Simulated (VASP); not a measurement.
Here is a VASP 6.6.1 calculation.

The input INCAR:

```
SYSTEM = AlN
PREC     = Accurate       ! precision mode
ENCUT    = 520            ! plane-wave cutoff, eV
EDIFF    = 1E-6           ! SCF threshold, eV
ISMEAR   = 0              ! smearing method
SIGMA    = 0.05           ! smearing width, eV
LREAL    = .FALSE.        ! projectors in reciprocal space
LASPH    = .TRUE.         ! aspherical terms in the spheres
NELM     = 80             ! most SCF steps
ALGO     = Normal         ! electronic algorithm
ISIF     = 2              ! what is computed and relaxed
LWAVE    = .FALSE.        ! write WAVECAR
LCHARG   = .FALSE.        ! write CHGCAR
GGA      = PE             ! functional
NBANDS   = 16             ! bands
```

Contents of KPOINTS:

```
regular mesh
0
G
  9 9 6
  0 0 0
```

Contents of POSCAR:

```
AlN
1.0
    3.4792000000      0.0000000000      0.0000000000
   -1.7396000000      3.0130755848      0.0000000000
    0.0000000000      0.0000000000      3.6851000000
Al N
2 2
Direct
    0.3333333333      0.6666666667      0.7500000000
    0.6666666667      0.3333333333      0.2500000000
    0.3333333333      0.6666666667      0.2500000000
    0.6666666667      0.3333333333      0.7500000000
```

Potentials or basis: VASP PAW PBE potentials, release 64 (Al, N).

Run with:

```sh
$ cat potpaw_PBE.64/Al/POTCAR potpaw_PBE.64/N/POTCAR > POTCAR
$ mpirun -np 1 vasp_std > vasp.out
```

Estimate the band gap on the k mesh.

3.69 eV, indirect (least direct gap 3.96 eV).

Predict the pressure.

14.5 GPa.

Stress tensor (GPa, compression positive):
```
-2.48  0.00  0.00
 0.00 -2.48  0.00
 0.00  0.00 48.58
```

A k mesh can miss the band edges.
